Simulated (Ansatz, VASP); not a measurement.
## Two plane-wave programs on AlN

```
Al N
1.0
    -3.10667    0.00000    0.00000
    -1.55333   -2.69045    0.00000
     0.00000    0.00000   11.95681
Al N
4 4
Direct
  0.33333 0.33333 0.54510
  0.33333 0.33333 0.12874
  0.66667 0.66667 0.75329
  0.66667 0.66667 0.33692
  0.33333 0.33333 0.70399
  0.33333 0.33333 0.28763
  0.66667 0.66667 0.07945
  0.66667 0.66667 0.49581
```

Alike in both runs: task single point; functional r2SCAN; k mesh 8 × 8 × 3; occupations gaussian, width 0.05 eV; no spin polarisation.

```csv
,VASP,Ansatz
version,VASP 6.6.1,Ansatz 0.2.0
potentials or method,"VASP PAW PBE potentials, release 64 (Al, N), cutoff 520 eV","scalar-relativistic, plane waves, PAW"
valence electrons in the cell,32,32
```

Ansatz gave:

```
gap on the k mesh at the Fermi level (eV)                     : none
pressure (GPa)                                                : -2.6
traceless stress, the component that is largest in VASP (GPa) : -3.20
rms of the force components (eV/Å)                            : 0.909
```

Which values does VASP return?

gap on the k mesh at the Fermi level (eV): none; pressure (GPa): -2.9; traceless stress, the component that is largest in VASP (GPa): -3.31; rms of the force components (eV/Å): 0.904.

VASP's potentials were made for PBE, not for r2SCAN. Atom by atom the forces differ by 0.009 eV/Å (rms over components). A gap of «none» marks a metal or a gap that the smearing closes. The functional is the same, so the differences come from potentials, cutoffs and numerics.
